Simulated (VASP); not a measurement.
# InSb (I-4m2) in VASP: a series of runs

InSb is run at these levels: PBE; tasks: single point.

Everything below comes from runs of VASP 6.6.1. Logs are shortened: lines on timing, memory, paths and dates and some standing lists are left out, and cuts for length are marked.

### 1 The cell of the first run

The structure is tetragonal, space group I-4m2 (No. 119). The conventional cell has a = 5.916 Å, b = 5.916 Å, c = 3.494 Å, α = 90.00°, β = 90.00°, γ = 90.00°. Within 4.1 Å of In (site symmetry -4m2) lie 8 Sb at 3.08 to 3.95 Å and 2 In at 3.49 Å. Within 4.1 Å of Sb (site symmetry -4m2) lie 8 In at 3.08 to 3.95 Å and 2 Sb at 3.49 Å.

### 2 Single point, PBE

Input file INCAR:

```
SYSTEM = InSb
PREC = Accurate
ENCUT = 520
EDIFF = 1E-6
ISMEAR = 0
SIGMA = 0.15
LREAL = .FALSE.
LASPH = .TRUE.
NELM = 100
ALGO = Normal
ISIF = 2
LWAVE = .FALSE.
LCHARG = .FALSE.
GGA = PE
NBANDS = 16
```

Input file KPOINTS:

```
regular mesh
0
G
  16 16 16
  0 0 0
```

Input file POSCAR:

```
InSb
1.0
   -2.9581623212      2.9581623212      1.7471500000
    2.9581623212     -2.9581623212      1.7471500000
    2.9581623212      2.9581623212     -1.7471500000
In Sb
1 1
Direct
    0.2500000000      0.7500000000      0.5000000000
    0.0000000000      0.0000000000      0.0000000000
```

Potentials or basis: VASP PAW PBE potentials, release 64 (In_d, Sb).

Command:

```
$ cat potpaw_PBE.64/In_d/POTCAR potpaw_PBE.64/Sb/POTCAR > POTCAR
$ mpirun -np 1 vasp_std > vasp.out
```

OUTCAR:

```text
SYSTEM = InSb
   PREC = Accurate
   ENCUT = 520
   EDIFF = 1E-6
   ISMEAR = 0
   LREAL = .FALSE.
   LASPH = .TRUE.
   NELM = 100
   ISIF = 2
   GGA = PE

 ion  position               nearest neighbor table
   1  0.250  0.750  0.500-   2 3.08   2 3.08   2 3.08   2 3.08
   2  0.000  0.000  0.000-   1 3.08   1 3.08   1 3.08   1 3.08

  LATTYP: Found a body centered tetragonal cell.
 ALAT       =     5.9163246424
 C/A-ratio  =     0.5906200574

  Lattice vectors:

 A1 = (  -2.9581623212,   2.9581623212,   1.7471500000)
 A2 = (   2.9581623212,  -2.9581623212,   1.7471500000)
 A3 = (   2.9581623212,   2.9581623212,  -1.7471500000)

Analysis of symmetry for initial positions (statically):
=====================================================================
 Subroutine PRICEL returns:
 Original cell was already a primitive cell.

 Routine SETGRP: Setting up the symmetry group for a
 body centered tetragonal supercell.

 Subroutine GETGRP returns: Found  8 space group operations
 (whereof  8 operations were pure point group operations)
 out of a pool of 16 trial point group operations.

The static configuration has the point symmetry D_2d.

Analysis of symmetry for dynamics (positions and initial velocities):
=====================================================================
 Subroutine PRICEL returns:
 Original cell was already a primitive cell.

 Routine SETGRP: Setting up the symmetry group for a
 body centered tetragonal supercell.

 Subroutine GETGRP returns: Found  8 space group operations
 (whereof  8 operations were pure point group operations)
 out of a pool of 16 trial point group operations.

The dynamic configuration has the point symmetry D_2d.

 Subroutine INISYM returns: Found  8 space group operations
 (whereof  8 operations are pure point group operations),
 and found     1 'primitive' translations

----------------------------------------------------------------------------------------

                                     Primitive cell

  volume of cell :      61.1553

  direct lattice vectors                    reciprocal lattice vectors
    -2.958162321  2.958162321  1.747150000     0.000000000  0.169023855  0.286180351
     2.958162321 -2.958162321  1.747150000     0.169023855  0.000000000  0.286180351
     2.958162321  2.958162321 -1.747150000     0.169023855  0.169023855  0.000000000

  length of vectors
     4.533649938  4.533649938  4.533649938     0.332367653  0.332367653  0.239035828
[... 75 lines left out ...]
   ISPIN  =      1    spin polarized calculation?
   LNONCOLLINEAR =      F non collinear calculations
   LSORBIT =      F    spin-orbit coupling
   LASPH  =      T    aspherical Exc in radial PAW
   ENCUT  =  520.0 eV  38.22 Ry    6.18 a.u.   8.43  8.43  8.43*2*pi/ulx,y,z
   NELM   =    100;   NELMIN=  2; NELMDL= -5     # of ELM steps
   EDIFF  = 0.1E-05   stopping-criterion for ELM
   LREAL  =      F    real-space projection
   EDIFFG = 0.1E-04   stopping-criterion for IOM
   NSW    =      0    number of steps for IOM
   IBRION =     -1    ionic relax: 0-MD 1-quasi-New 2-CG
   NFREE  =      0    steps in history (QN), initial steepest desc. (CG)
   ISIF   =      2    stress and relaxation
   ISYM   =      2    0-nonsym 1-usesym 2-fastsym
   POTIM  = 0.5000    time-step for ionic-motion
   TEBEG  =    0.0;   TEEND  =   0.0 temperature during run
   PSTRESS=    0.0 pullay stress
   NELECT =      18.0000    total number of electrons
   NUPDOWN=      -1.0000    fix difference up-down
   EMIN   =  10.00;   EMAX   =-10.00  energy-range for DOS
   EFERMI =   0.00;   METHOD = LEGACY
   ISMEAR =     0;   SIGMA  =   0.15  broadening in eV -4-tet -1-fermi 0-gaus
   EFERMI_NEDOS =   21; number of points for ismear=-14 and -15
   IALGO  =     38    algorithm
   IMIX   =      4    mixing-type and parameters
     AMIX     =   0.40;   BMIX     =  1.00
     AMIX_MAG =   1.60;   BMIX_MAG =  1.00
  volume/ion in A,a.u.               =      30.58       206.35
  Fermi-wavevector in a.u.,A,eV,Ry     =   1.088983  2.057879 16.134919  1.185883
  Thomas-Fermi vector in A             =   2.225176
   LORBIT       =      0    0 simple, 1 ext, 2 COOP (PROOUT), +10 PAW based schemes
   GGA     = PE    functional components
   LHFCALC =     F    Hartree Fock is set to
   AEXX    =    0.0000 exact exchange contribution
   IVDW    =     0    specifies the selected vdW correction
   LEPSILON=     F    determine dielectric tensor
   LRPA    =     F    only Hartree local field effects (RPA)
 non-spin polarized calculation
 Gauss-broadening in eV      SIGMA  =   0.15
  energy-cutoff  :      520.00
  volume of cell :       61.16
 maximum number of plane-waves:      1667
 NGX is ok and might be reduce to    36
   NGX = 17   NGY = 17   NGZ = 17

 number of electron      17.9999997 magnetization

 Free energy of the ion-electron system (eV)
  ---------------------------------------------------
  ext. energy  EPLUGINS =         0.00000000
  ---------------------------------------------------
  free energy    TOTEN  =        -6.63617790 eV

  energy without entropy =       -6.62705052  energy(sigma->0) =       -6.63161421

 E-fermi :   6.2179     XC(G=0):  -9.5223

 val. band max:        6.2173284768   @ k =  -0.1250   0.3125   0.1250
 cond. band min:       6.2333439105   @ k =  -0.3125   0.5000   0.1875
 fundamental gap:      0.0160154338
 Fermi energy:         6.2178643567

 k-point     1 :       0.0000    0.0000    0.0000
  band No.  band energies     occupation
      1      -8.3907      2.00000
      2      -8.2507      2.00000
      3      -8.2439      2.00000
      4      -8.2211      2.00000
      5      -8.2211      2.00000
      6      -4.5210      2.00000
[... 433 lines left out ...]
      3      -8.2431      2.00000
      4      -8.2212      2.00000
      5      -8.2205      2.00000
      6      -4.4939      2.00000
[... 8 lines left out ...]
     15      14.3025      0.00000
     16      15.7763      0.00000

 [... further k-points ...]
[... 5 lines left out ...]
  --------------------------------------------------------------------------------------
  -------------------------------------------------------------------------------------
  Total       -0.7064455     -0.7064455     -1.4781639      0.0000000     -0.0000000      0.0000000
  in kB      -18.5078122    -18.5078122    -38.7256751      0.0000000     -0.0000000      0.0000000
  external PRESSURE =     -25.2470998 kB  Pullay stress =       0.0000000 kB

 VOLUME and BASIS-vectors are now :
 -----------------------------------------------------------------------------
  energy-cutoff  :      520.00
  volume of cell :       61.16
      direct lattice vectors                 reciprocal lattice vectors
    -2.958162321  2.958162321  1.747150000     0.000000000  0.169023855  0.286180351
     2.958162321 -2.958162321  1.747150000     0.169023855  0.000000000  0.286180351
     2.958162321  2.958162321 -1.747150000     0.169023855  0.169023855  0.000000000

 POSITION                                       TOTAL-FORCE (eV/Angst)
 -----------------------------------------------------------------------------------
      2.95816     -0.00000      0.87357        -0.000000      0.000000      0.000000
      0.00000      0.00000      0.00000         0.000000     -0.000000     -0.000000
 -----------------------------------------------------------------------------------
    total drift:                               -0.000000      0.000000      0.000000

  FREE ENERGIE OF THE ION-ELECTRON SYSTEM (eV)
  ---------------------------------------------------
  free  energy   TOTEN  =        -6.6361779024 eV

  energy  without entropy=       -6.6270505240  energy(sigma->0) =       -6.63161421
```

stdout:

```text
POSCAR found type information on POSCAR InSb
 POSCAR found :  2 types and       2 ions
 scaLAPACK will be used
 LDA part: xc-table for (Slater+PW92), standard interpolation
 POSCAR, INCAR and KPOINTS ok, starting setup
 FFT: planning ... GRIDC
 FFT: planning ... GRID_SOFT
 FFT: planning ... GRID
 WAVECAR not read
 entering main loop
```

Wall time 4.9 min (1 thread of AMD EPYC 7R13 (Zen 3), shared host); peak memory 0.45 GiB.

What came out:

```
Free energy            : -6.6362 eV
Pressure               : -2.5 GPa
Band gap on the k mesh : zero (bands 9 and 10 overlap by 4.23 eV)
```

Caveat: spin-orbit coupling is left out, which moves the levels of the heavy elements.

### 3 Single point, PBE

This run uses another cell than the first one, of 30.66 Å³/atom.

Input file INCAR:

```
SYSTEM = InSb
  PREC = Accurate
  ENCUT = 520
  EDIFF = 1E-6
  ISMEAR = 0
  SIGMA = 0.15
  LREAL = .FALSE.
  LASPH = .TRUE.
  NELM = 60
  ALGO = Normal
  ISIF = 2
  LWAVE = .FALSE.
  LCHARG = .FALSE.
  GGA = PE
  NBANDS = 16
```

Input file KPOINTS:

```
Automatic mesh
0
G
  16 16 16
  0 0 0
```

Input file POSCAR:

```
InSb
1.0
   -2.9088500000      2.9088500000      1.8119000000
    2.9088500000     -2.9088500000      1.8119000000
    2.9088500000      2.9088500000     -1.8119000000
In Sb
1 1
Direct
    0.2500000000      0.7500000000      0.5000000000
    0.0000000000      0.0000000000      0.0000000000
```

Potentials or basis: VASP PAW PBE potentials, release 64 (In_d, Sb).

Command:

```
$ cat potpaw_PBE.64/In_d/POTCAR potpaw_PBE.64/Sb/POTCAR > POTCAR
$ mpirun -np 1 vasp_std > vasp.out
```

It took 5.1 min on 1 thread of AMD EPYC 7R13 (Zen 3), shared host; peak memory 0.45 GiB.

The run converged. Its results:

```yaml
Free_energy: -6.5994 eV
Pressure: -2.0 GPa
Band_gap_on_the_k_mesh: zero (bands 9 and 10 overlap by 3.92 eV)
```

Stress tensor (GPa, compression positive):
```
-1.09  0.00  0.00
 0.00 -1.09  0.00
 0.00  0.00 -3.96
```

Levels at points of the mesh, in eV from the Fermi level:
| k point | band 7 | band 8 | band 9 | band 10 | band 11 | band 12 |
| --- | --- | --- | --- | --- | --- | --- |
| (0.00, 0.00, 0.00) | -2.48 | -1.42 | -1.42 | 2.75 | 3.84 | 6.36 |
| (0.50, 0.00, 0.00) | -4.86 | -1.88 | -1.53 | -0.88 | 2.52 | 3.06 |
| (0.50, 0.50, 0.00) | -6.78 | 0.03 | 1.51 | 2.27 | 2.55 | 3.25 |
| (0.50, 0.50, 0.50) | -4.79 | -4.05 | -4.05 | 1.67 | 3.61 | 9.12 |

Caveat: spin-orbit coupling is left out, which moves the levels of the heavy elements.

### 4 Single point, PBE

This run uses another cell than the first one, of 31.21 Å³/atom.

Input file INCAR:

```
SYSTEM = InSb
  ALGO = Normal
  EDIFF = 1E-7
  ENCUT = 520
  GGA = PE
  ISIF = 2
  ISMEAR = 0
  LASPH = .True.
  LCHARG = .True.
  LELF = .True.
  LREAL = .False.
  LVHAR = .True.
  LWAVE = .False.
  NBANDS = 16
  NELM = 60
  PREC = Accurate
  SIGMA = 0.15
```

Input file KPOINTS:

```
k-points
0
Gamma
  16 16 16
  0 0 0
```

Input file POSCAR:

```
InSb
1.0
   -3.1060500000      3.1060500000      1.6177544584
    3.1060500000     -3.1060500000      1.6177544584
    3.1060500000      3.1060500000     -1.6177544584
In Sb
1 1
Direct
    0.2500000000      0.7500000000      0.5000000000
    0.0000000000      0.0000000000      0.0000000000
```

Command:

```
$ cat potpaw_PBE.64/In_d/POTCAR potpaw_PBE.64/Sb/POTCAR > POTCAR
$ mpirun -np 1 vasp_std > vasp.out
```

Run time: 5.6 min. Hardware: 1 thread of AMD EPYC 7R13 (Zen 3), shared host; peak memory 0.46 GiB.

The run converged. Its results:

```
Free energy            : -6.6213 eV
Pressure               : -3.5 GPa
Band gap on the k mesh : zero (bands 9 and 10 overlap by 3.45 eV)
```

Stress tensor (GPa, compression positive):
```
-4.18  0.00  0.00
 0.00 -4.18  0.00
 0.00  0.00 -2.09
```

Levels at points of the mesh, in eV from the Fermi level:
| k point | band 7 | band 8 | band 9 | band 10 | band 11 | band 12 |
| --- | --- | --- | --- | --- | --- | --- |
| (0.00, 0.00, 0.00) | -3.81 | -1.85 | -1.85 | 3.34 | 4.70 | 5.60 |
| (0.50, 0.00, 0.00) | -4.31 | -2.11 | -1.05 | -0.83 | 2.60 | 2.76 |
| (0.50, 0.50, 0.00) | -6.79 | -0.51 | 1.22 | 1.35 | 1.67 | 4.37 |
| (0.50, 0.50, 0.50) | -5.30 | -4.00 | -4.00 | 4.01 | 6.31 | 7.57 |

Caveat: the cell stands under tension; spin-orbit coupling is left out, which moves the levels of the heavy elements.

(Part 1 of 2 ends here.)
